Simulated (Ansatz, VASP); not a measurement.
**MoS3 in VASP and in Ansatz**

```
Mo S
1.0
     4.05391    0.00000    0.00000
    -2.02695    3.51079    0.00000
     0.00000    0.00000    7.06691
Mo S
1 3
Direct
  0.00000 0.00000 0.00000
  0.52133 0.00000 0.50000
  0.00000 0.52133 0.50000
  0.47867 0.47867 0.50000
```

Alike in both runs: task single point; functional PBE; k mesh 6 × 6 × 4; occupations gaussian, width 0.1 eV; collinear spin.

```csv
,VASP,Ansatz
version,VASP 6.6.1,Ansatz 0.2.0
potentials or method,"VASP PAW PBE potentials, release 64 (Mo_sv, S), cutoff 520 eV","scalar-relativistic, plane waves, PAW"
valence electrons in the cell,32,32
```

Ansatz gave:

| Item | Value |
| --- | --- |
| gap on the k mesh at the Fermi level (eV) | none |
| pressure (GPa) | 22.2 |
| traceless stress, the component that is largest in VASP (GPa) | -25.10 |
| rms of the force components (eV/Å) | 0.175 |
| net moment per atom (μB) | 1.26 |
| size of the moment on the site where the two differ most (μB) | 4.62 |

Problem. What did VASP give for the same quantities?

Solution. gap on the k mesh at the Fermi level (eV): none; pressure (GPa): 21.7; traceless stress, the component that is largest in VASP (GPa): -24.66; rms of the force components (eV/Å): 0.168; net moment per atom (μB): 1.26; size of the moment on the site where the two differ most (μB): 3.96.

Site moments also hang on the region over which each program counts them. Atom by atom the forces differ by 0.007 eV/Å (rms over components). A gap of «none» marks a metal or a gap that the smearing closes.
